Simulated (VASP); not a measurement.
Wanted: the native input for a VASP 6.6.1 run.

* Task: single point
* Functional: r2SCAN
* Potentials or basis: VASP PAW PBE potentials, release 64 (Al, N)
* Cutoff: 520 eV
* k mesh: 5 × 7 × 3
* Occupations: gaussian, width 0.05 eV
* Spin: no spin polarisation
* Dipole correction: no
* Further INCAR settings: ALGO = Normal; EDIFF = 1e-06; NBANDS = 36

The system is AlN.

```
Al N
1.0
     4.36980    0.00000    0.00000
     0.00000    2.18490   -2.18490
     0.00000    7.26181    7.26181
Al N
6 6
Direct
  0.00000 0.00000 0.22564
  0.50000 0.50000 0.37608
  0.00000 0.00000 0.52652
  0.50000 0.50000 0.67695
  0.00000 0.00000 0.82739
  0.50000 0.50000 0.07520
  0.75000 0.00000 0.37608
  0.25000 0.50000 0.52652
  0.75000 0.00000 0.67695
  0.25000 0.50000 0.82739
  0.75000 0.00000 0.07520
  0.25000 0.50000 0.22564
```

The input as run:

POSCAR

```
AlN
1.0
    4.3698012523      0.0000000000      0.0000000000
    0.0000000000      2.1849006262     -2.1849006262
    0.0000000000      7.2618086597      7.2618086597
Al N
6 6
Direct
    0.0000000000      0.0000000000      0.2256416137
    0.5000000000      0.5000000000      0.3760793854
    0.0000000000      0.0000000000      0.5265171571
    0.5000000000      0.5000000000      0.6769549288
    0.0000000000      0.0000000000      0.8273927004
    0.5000000000      0.5000000000      0.0752038421
    0.7500000000      0.0000000000      0.3760793854
    0.2500000000      0.5000000000      0.5265171571
    0.7500000000      0.0000000000      0.6769549288
    0.2500000000      0.5000000000      0.8273927004
    0.7500000000      0.0000000000      0.0752038421
    0.2500000000      0.5000000000      0.2256416137
```

INCAR.step1

```
SYSTEM = AlN
ALGO = Normal ; EDIFF = 1E-4
ENCUT = 520 ; GGA = PE
ISMEAR = 0 ; LASPH = .True.
LCHARG = .False. ; LREAL = .False.
LWAVE = .True. ; NBANDS = 36
NELM = 100 ; PREC = Accurate
SIGMA = 0.05
```

INCAR.step2

```
SYSTEM = AlN
ALGO = Normal ; EDIFF = 1E-6
ENCUT = 520 ; ISIF = 2
ISMEAR = 0 ; ISTART = 1
LASPH = .True. ; LCHARG = .False.
LMIXTAU = .True. ; LREAL = .False.
LWAVE = .False. ; METAGGA = R2SCAN
NBANDS = 36 ; NELM = 100
PREC = Accurate ; SIGMA = 0.05
```

KPOINTS

```
k-points
0
Gamma
  5 7 3
  0 0 0
```

Potentials or basis: VASP PAW PBE potentials, release 64 (Al, N).

Run with:

```sh
$ cat potpaw_PBE.64/Al/POTCAR potpaw_PBE.64/N/POTCAR > POTCAR
$ cp INCAR.step1 INCAR
$ mpirun -np 1 vasp_std > vasp.out
$ cp INCAR.step2 INCAR
$ mpirun -np 1 vasp_std > vasp.out
```

It gave:

The pressure is -6.8 GPa. The largest force is 1.666 eV/Å. The band gap on the k mesh is 3.18 eV, indirect (least direct gap 3.19 eV).

Caveat: the PAW data sets were made with another functional, which shifts forces and pressure a little.

Wall time 2.7 min on 1 thread of Intel(R) Xeon(R) 6975P-C (Granite Rapids), on a shared host, peak memory 0.29 GiB.
